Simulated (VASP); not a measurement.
Here is a VASP 6.6.1 calculation.

Contents of INCAR:

```
SYSTEM = Si4O7
PREC = Accurate ; ENCUT = 520
EDIFF = 1E-6 ; ISMEAR = -1
SIGMA = 0.05 ; LREAL = .FALSE.
LASPH = .TRUE. ; NELM = 120
ALGO = Normal ; ISIF = 2
LWAVE = .FALSE. ; LCHARG = .FALSE.
GGA = PE ; ISYM = 0
NBANDS = 75 ; GGA_COMPAT = .FALSE.
```

File KPOINTS:

```
Automatic mesh
0
Gamma
  1 1 1
  0.25 0.25 0.25
```

The input POSCAR:

```
Si4O7
1.0
    7.0842070000      0.0663610000      0.0972760000
    0.0663610000      6.9740900000     -0.0358550000
    0.0972760000     -0.0358550000      7.1323860000
Si O
8 14
Direct
    0.4563481423      0.1169906031      0.1718788041
    0.5268853252      0.1901704278      0.5823264843
    0.6519080879      0.6454426168      0.9158882222
    0.2869041160      0.2783340769      0.8131124400
    0.0098055509      0.5814761689      0.6492773923
    0.1907624914      0.7912766932      0.3431895881
    0.8235451660      0.0659600042      0.8742793529
    0.9379129141      0.6007930318      0.2491009345
    0.1668892281      0.7366223542      0.5684152930
    0.3337765749      0.0850225338      0.6714140307
    0.7838579099      0.5376989956      0.0972188880
    0.5183827716      0.2393185612      0.3579579911
    0.1817177469      0.5739636881      0.2235501125
    0.1056078890      0.4112569871      0.7739363106
    0.8452000680      0.6893947488      0.7786179221
    0.6433319952      0.0549351930      0.0275034102
    0.3176495504      0.2229018068      0.0298927269
    0.9725954122      0.8449347641      0.2682887528
    0.4810654766      0.3889779329      0.7237511652
    0.3759131531      0.9249186379      0.2873461461
    0.9087138748      0.4966217206      0.4586176801
    0.7151846585      0.0856826976      0.6649620268
```

Potentials or basis: VASP PAW PBE potentials, release 64 (Si, O).

Command:

```console
$ cat potpaw_PBE.64/Si/POTCAR potpaw_PBE.64/O/POTCAR > POTCAR
$ mpirun -np 1 vasp_std > vasp.out
```

Problem. Predict the band gap on the k mesh.

Solution. 3.59 eV.

Problem. Estimate the pressure.

Solution. -2.6 GPa.

Problem. What does it give for the largest force?

Solution. 2.200 eV/Å.

Forces in eV/Å, atoms in the order of the input:
```
Si   1.676 -1.424  0.058
Si   0.298  0.334  0.575
Si   0.502 -0.298  0.860
Si   1.064 -0.436 -0.604
Si   0.135  0.471 -1.003
Si   0.641 -0.691 -0.944
Si   0.160  0.158 -0.392
Si   1.058 -0.053 -0.128
O    0.188 -0.059  0.181
O   -0.566  0.922  0.213
O    0.007  0.335  0.188
O    0.337  0.114  0.140
O   -0.583  0.866  0.282
O   -0.551  0.226 -0.080
O   -0.069 -0.191 -0.171
O   -1.196  0.314  1.503
O   -1.006  0.270  0.469
O   -0.288 -0.322  0.478
O    0.106 -0.510 -0.477
O   -1.390 -0.465 -0.561
O   -0.567  0.179 -0.050
O    0.044  0.260 -0.539
```

Caveat: the k points lie up to 0.90 Å⁻¹ apart.
